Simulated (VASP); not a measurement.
# SnTe: single point with PBE

The system is SnTe.

```
CELL_PARAMETERS angstrom
0.00000 3.23541 3.23541
3.23541 0.00000 3.23541
3.23541 3.23541 0.00000
ATOMIC_POSITIONS crystal
Sn 0.00000 0.00000 0.00000
Te 0.50000 0.50000 0.50000
```

This cell differs from its parent crystal: strain +0.025 along x and y, +0.025 along z.

| Item | Value |
| --- | --- |
| Program | VASP 6.6.1 |
| Task | single point |
| Functional | PBE |
| Potentials or basis | VASP PAW PBE potentials, release 64 (Sn_d, Te) |
| Cutoff | 520 eV |
| k mesh | 10 × 10 × 10 |
| Occupations | gaussian, width 0.03 eV |
| Spin | no spin polarisation |

```
Pressure               : -1.1 GPa
Band gap on the k mesh : 0.13 eV, direct
```

Levels at points of the mesh, in eV from the valence-band top:
```tsv
k point	band 6	band 7	band 8	band 9	band 10	band 11	band 12	band 13	band 14	band 15
(0.00, 0.00, 0.00)	-12.17	-4.91	-1.87	-1.87	-1.87	3.24	3.24	3.24	4.96	4.96
(0.50, 0.00, 0.00)	-11.09	-7.87	-1.55	-1.55	0.00	0.13	0.55	0.55	7.67	8.56
(0.50, 0.50, 0.00)	-10.85	-6.35	-4.96	-3.30	-3.30	2.55	4.61	4.61	5.88	8.86
```

It took 24 s on 1 thread of Intel(R) Xeon(R) 6975P-C (Granite Rapids) (shared host), peak memory 0.23 GiB.

Caveat: the cell differs from its parent crystal (strain +0.025 along x and y, +0.025 along z); spin-orbit coupling is left out, which moves the levels of the heavy elements. A k mesh can miss the band edges.
